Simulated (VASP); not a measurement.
Write the native input for VASP 6.6.1 that does the following.

```yaml
Task: single point
Functional: PBE
Dispersion: D3(BJ)
Potentials_or_basis: VASP PAW PBE potentials, release 64 (S, Zr_sv)
Cutoff: 400 eV
k_mesh: 9 × 9 × 1
Occupations: gaussian, width 0.05 eV
Spin: no spin polarisation
Dipole_correction: yes
Further_INCAR_settings: ALGO = Normal; EDIFF = 1e-06; NBANDS = 33; NELMDL = -8
```

The structure of ZrS2 lies in POSCAR:

```
ZrS2
1.0
    3.6488396579      0.0000000000      0.0000000000
   -1.8244198290      3.1599878381      0.0000000000
    0.0000000000      0.0000000000     23.3343042660
S Zr
4 2
Direct
    0.6666666667      0.3333333333      0.1928491181
    0.3333333333      0.6666666667      0.3178647218
    0.5000000000      1.0000000000      0.4588588548
    0.8333333333      0.6666666667      0.5838744584
    0.0000000000      0.0000000000      0.2553569199
    1.1666666667      1.3333333333      0.5213666566
```

This cell differs from its parent crystal: layers slid over each other.

One way to write it, as run:

INCAR

```
SYSTEM = ZrS2
  ALGO = Normal
  DIPOL = 0.5 0.5 0.388
  EDIFF = 1E-6
  ENCUT = 400
  GGA = PE
  GGA_COMPAT = .FALSE.
  IDIPOL = 3
  ISIF = 2
  ISMEAR = 0
  IVDW = 12
  LASPH = .TRUE.
  LCHARG = .FALSE.
  LDIPOL = .TRUE.
  LREAL = .FALSE.
  LWAVE = .FALSE.
  NBANDS = 33
  NELM = 120
  NELMDL = -8
  PREC = Accurate
  SIGMA = 0.05
```

KPOINTS

```
k-points
0
G
  9 9 1
  0 0 0
```

Potentials or basis: VASP PAW PBE potentials, release 64 (S, Zr_sv).

Command:

```bash
$ cat potpaw_PBE.64/S/POTCAR potpaw_PBE.64/Zr_sv/POTCAR > POTCAR
$ mpirun -np 1 vasp_std > vasp.out
```

Results of the run:

```json
{
  "Largest force": "0.045 eV/Å",
  "Band gap on the k mesh": "1.03 eV (least direct gap 1.67 eV)",
  "Dispersion energy per atom": "-0.286 eV"
}
```

Caveat: the cell differs from its parent crystal (layers slid over each other).

Wall time 7.8 min on 1 thread of Intel Xeon 8259CL, on a shared host, peak memory 0.36 GiB.
